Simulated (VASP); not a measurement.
**Li2MgSiTe4: single point with PBE**

Li2MgSiTe4:

```
Li Mg Si Te
1.0
    -3.21597    3.21597    5.97215
     3.21597   -3.21597    5.97215
     3.21597    3.21597   -5.97215
Li Mg Si Te
2 1 1 4
Direct
  0.00000 0.00000 0.00000
  0.75000 0.25000 0.50000
  0.25000 0.75000 0.50000
  0.50000 0.50000 0.00000
  0.14780 0.60459 0.99246
  0.39541 0.38787 0.54321
  0.61213 0.15534 0.00754
  0.84466 0.85220 0.45679
```

| Item | Value |
| --- | --- |
| Program | VASP 6.6.1 |
| Task | single point |
| Functional | PBE |
| Potentials or basis | VASP PAW PBE potentials, release 64 (Li_sv, Mg, Si, Te) |
| Cutoff | 520 eV |
| k mesh | 6 × 6 × 6 |
| Occupations | gaussian, width 0.01 eV |
| Spin | no spin polarisation |

```
Largest force          : 0.166 eV/Å
Band gap on the k mesh : 1.82 eV (least direct gap 1.87 eV)
```

Forces on the atoms (eV/Å):
```
Li   0.000  0.000  0.000
Li   0.000  0.000  0.000
Mg   0.000  0.000  0.000
Si   0.000  0.000  0.000
Te   0.065 -0.141 -0.060
Te  -0.141 -0.065  0.060
Te  -0.065  0.141 -0.060
Te   0.141  0.065  0.060
```

Levels at points of the mesh, in eV from the valence-band top:
```tsv
k point	band 16	band 17	band 18	band 19	band 20	band 21
(0.00, 0.00, 0.00)	-0.12	-0.12	0.00	2.17	2.34	3.67
(0.50, 0.00, 0.00)	-0.64	-0.58	-0.22	2.53	3.42	3.54
(0.50, 0.50, 0.00)	-0.61	-0.28	-0.05	1.82	3.36	3.41
(0.50, 0.50, 0.50)	-0.83	-0.56	-0.56	1.85	2.79	2.79
```

It took 7 min on 1 thread of Oxide Virtual Turin-like Processor, with other jobs on the host, peak memory 0.55 GiB.

Caveat: spin-orbit coupling is left out, which moves the levels of the heavy elements. A k mesh can miss the band edges.
